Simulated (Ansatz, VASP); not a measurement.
**One calculation of W2Br3, two programs**

Contents of INCAR:

```
SYSTEM = W2Br3
ALGO = Normal
EDIFF = 1E-6
EDIFFG = -0.01
ENCUT = 600
GGA = PE
IBRION = 2
ISIF = 3
ISMEAR = 0
LASPH = .True.
LCHARG = .False.
LREAL = .False.
LWAVE = .False.
NELM = 100
NSW = 100
PREC = Accurate
SIGMA = 0.1
```

File KPOINTS:

```
k-points
0
Gamma
  6 6 12
  0 0 0
```

The input POSCAR:

```
W2Br3
1.0
    8.3699820836      0.0000000000      0.0000000000
   -4.1849910418      7.2486171136      0.0000000000
    0.0000000000      0.0000000000      3.0586288608
W Br
2 3
Direct
    0.3333333333      0.6666666667      0.0000000000
    0.6666666667      0.3333333333      0.0000000000
    0.5000000000      0.0000000000      0.0000000000
    0.0000000000      0.5000000000      0.0000000000
    0.5000000000      0.5000000000      0.0000000000
```

Input for Ansatz:

```yaml
crystal:
  lattice:
    - [8.3699820836, 0.0, 0.0]
    - [-4.1849910418, 7.2486171136, 0.0]
    - [0.0, 0.0, 3.0586288608]
  atoms:
    - { symbol: W, position: [0.3333333333, 0.6666666667, 0.0] }
    - { symbol: W, position: [0.6666666667, 0.3333333333, 0.0] }
    - { symbol: Br, position: [0.5, 0.0, 0.0] }
    - { symbol: Br, position: [0.0, 0.5, 0.0] }
    - { symbol: Br, position: [0.5, 0.5, 0.0] }
basis:
  ecutwfc: 420
kpoints:
  mp_grid: { grid: [6, 6, 12] }
hamiltonian:
  xc: pbe
scf:
  occupations: { method: gaussian, width: 0.1 }
output:
  forces: true
  stress: true
  eigenvalues: true
  write_density: true
  write_potential: true
  elf: true
  volumetric_format: npy
relax:
  adjacent_minimum: "off"
  f_tol: 0.01
  max_steps: 80
  cell: { stress_tol: 0.05 }
```

Alike in both runs: task relaxation of cell and atoms; functional PBE; k mesh 6 × 6 × 12; occupations gaussian, width 0.1 eV; no spin polarisation.

|  | VASP | Ansatz |
| --- | --- | --- |
| version | VASP 6.6.1 | Ansatz 0.2.0 |
| potentials or method | VASP PAW PBE potentials, release 64 (W_sv, Br), cutoff 600 eV | scalar-relativistic, plane waves, PAW |
| valence electrons in the cell | 49 | 49 |

|  | VASP | Ansatz | Ansatz less VASP |
| --- | --- | --- | --- |
| gap on the k mesh at the Fermi level, each at its own relaxed structure (eV) | none | none | - |
| relaxed volume (Å³/atom) | 37.03 | 36.96 | -0.071 |
| relaxed length of the cell vector where the two differ most in proportion (Å) | 8.405 | 8.398 | -0.0076 |

A gap of «none» marks a metal or a gap that the smearing closes. Ansatz's warnings: xc potential rough in thin density.

Spin-orbit coupling is off throughout.
